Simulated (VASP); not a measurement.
KSiH:

```xyz
6
Lattice="3.6150 0.0000 0.0000 0.0000 3.6150 0.0000 0.0000 0.0000 8.1338" Properties=species:S:1:pos:R:3 pbc="T T T"
K     0.0000    1.8075    6.0109
K     1.8075    0.0000    2.1228
Si    1.8075    0.0000    5.0629
Si    0.0000    1.8075    3.0709
H     0.0000    0.0000    0.0000
H     1.8075    1.8075    0.0000
```

```yaml
Program: VASP 6.6.1
Task: relaxation of cell and atoms
Functional: PBE
Potentials_or_basis: VASP PAW PBE potentials, release 64 (K_sv, Si, H)
Cutoff: 500 eV
k_mesh: 6 × 6 × 2
Occupations: gaussian, width 0.1 eV
Spin: no spin polarisation
```

At the start: pressure 12.8 GPa; volume 17.72 Å³/atom.

Question: How do energy, volume and symmetry change on relaxing?

Answer: Over 18 steps the energy falls by 1073.6 meV/atom and the volume is 21.82 Å³/atom (+23.2 %); space group P4/nmm (No. 129, to 0.05 Å).

The path:
```tsv
step	energy change (eV)	largest force (eV/Å)	pressure (GPa)	volume (Å³)
1	0.0000	3.4729	12.80	106.29
2	-2.7146	2.0830	1.77	129.44
3	-3.3405	1.3943	-1.92	149.72
4	-3.3762	1.2972	-2.34	153.80
5	-4.0001	1.0890	-2.36	147.98
6	-5.5528	0.9939	-1.03	130.49
7	-0.8266	5.6987	33.35	96.12
8	-5.8039	1.0798	0.38	125.97
9	-5.8593	1.0831	2.03	121.55
10	-6.2867	0.7653	2.03	125.22
11	-6.2947	0.6957	2.13	125.70
12	-6.4035	0.1571	-1.02	137.90
13	-6.4082	0.1853	-0.47	135.61
14	-6.4286	0.1501	-0.27	133.63
15	-6.4370	0.0924	0.01	131.31
16	-6.4405	0.0612	0.04	130.73
17	-6.4406	0.0622	0.05	130.64
18	-6.4415	0.0334	-0.06	130.91
```

Final structure:
```yaml
crystal:
  lattice:
    - [3.59382, 0.00000, 0.00000]
    - [0.00000, 3.59382, 0.00000]
    - [0.00000, 0.00000, 10.13566]
  atoms:
    - { symbol: K, position: [0.00000, 0.50000, 0.82981] }
    - { symbol: K, position: [0.50000, 0.00000, 0.17019] }
    - { symbol: Si, position: [0.50000, 0.00000, 0.50683] }
    - { symbol: Si, position: [0.00000, 0.50000, 0.49317] }
    - { symbol: H, position: [0.00000, 0.00000, 0.00000] }
    - { symbol: H, position: [0.50000, 0.50000, 0.00000] }
```

Caveat: the k points lie up to 0.31 Å⁻¹ apart in the final cell; the volume moved by over 15 % at a fixed basis, so the end points are rough.
